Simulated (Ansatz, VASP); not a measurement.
**Al: VASP beside Ansatz**

File INCAR:

```
PREC = Accurate
ENCUT = 500
EDIFF = 1E-6
ISMEAR = -1
SIGMA = 0.05
LREAL = F
LASPH = T
NELM = 120
ALGO = Normal
ISIF = 2
LWAVE = F
LCHARG = T
GGA = LIBXC
LIBXC1 = GGA_X_B88
LIBXC2 = GGA_C_PBE
LELF = T
LVHAR = T
NBANDS = 8
GGA_COMPAT = F
```

File KPOINTS:

```
regular mesh
0
Gamma
  11 11 11
```

The input POSCAR:

```
Al
1.0
    0.0000000000      2.0382146954      2.0382146954
    2.0382146954      0.0000000000      2.0382146954
    2.0382146954      2.0382146954      0.0000000000
Al
1
Direct
    0.0000000000      0.0000000000      0.0000000000
```

input.yaml

```yaml
crystal:
  lattice:
    - [0.0, 2.0382146954, 2.0382146954]
    - [2.0382146954, 0.0, 2.0382146954]
    - [2.0382146954, 2.0382146954, 0.0]
  atoms:
    - { symbol: Al, position: [0.0, 0.0, 0.0] }
hamiltonian:
  xc: { exchange: b88, correlation: pbe }
  pseudopotentials: { kind: paw }
kpoints:
  mp_grid: { grid: [11, 11, 11] }
scf:
  occupations: { method: fermi_dirac, width: 0.05 }
output:
  forces: true
  stress: true
  eigenvalues: true
```

Alike in both runs: task single point; functional b88 exchange, pbe correlation; k mesh 11 × 11 × 11; occupations fermi-dirac, width 0.05 eV; no spin polarisation.

|  | VASP | Ansatz |
| --- | --- | --- |
| version | VASP 6.6.1 | Ansatz 0.2.0 |
| potentials or method | VASP PAW PBE potentials, release 64 (Al) | Ansatz PAW |
| plane-wave cutoff (eV) | 500 | 420 |
| valence electrons in the cell | 3 | 3 |

Ansatz gave:

| Item | Value |
| --- | --- |
| gap on the k mesh at the Fermi level (eV) | none |
| pressure (GPa) | -1.3 |

Q: What did VASP give for the same quantities?

A: gap on the k mesh at the Fermi level (eV): none; pressure (GPa): -1.4.

VASP's potentials were made for PBE, not for b88 exchange, pbe correlation. A gap of «none» marks a metal or a gap that the smearing closes. With one functional, cell and mesh, what is left measures potentials, basis and numerics.
